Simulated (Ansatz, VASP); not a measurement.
**Tl in VASP and in Ansatz**

```
Tl
1.0
     3.61243    0.00000    0.00000
    -1.80621    3.12846    0.00000
     0.00000    0.00000   26.13054
Tl
5
Direct
  0.33333 0.66667 0.28702
  0.66667 0.33333 0.39351
  0.33333 0.66667 0.50000
  0.66667 0.33333 0.60649
  0.33333 0.66667 0.71298
```

Alike in both runs: task single point; functional PBE; k mesh 12 × 12 × 3; occupations gaussian, width 0.1 eV; no spin polarisation.

```csv
,VASP,Ansatz
version,VASP 6.6.1,Ansatz 0.2.0
potentials or method,"VASP PAW PBE potentials, release 64 (Tl_d), cutoff 520 eV","scalar-relativistic, plane waves, PAW"
valence electrons in the cell,65,65
```

```csv
,VASP,Ansatz,Ansatz less VASP
gap on the k mesh at the Fermi level (eV),none,none,-
rms of the force components (eV/Å),0.025,0.025,+0.0001
```

Atom by atom the forces differ by 0.000 eV/Å (rms over components). A gap of «none» marks a metal or a gap that the smearing closes.

Spin-orbit coupling is off throughout.
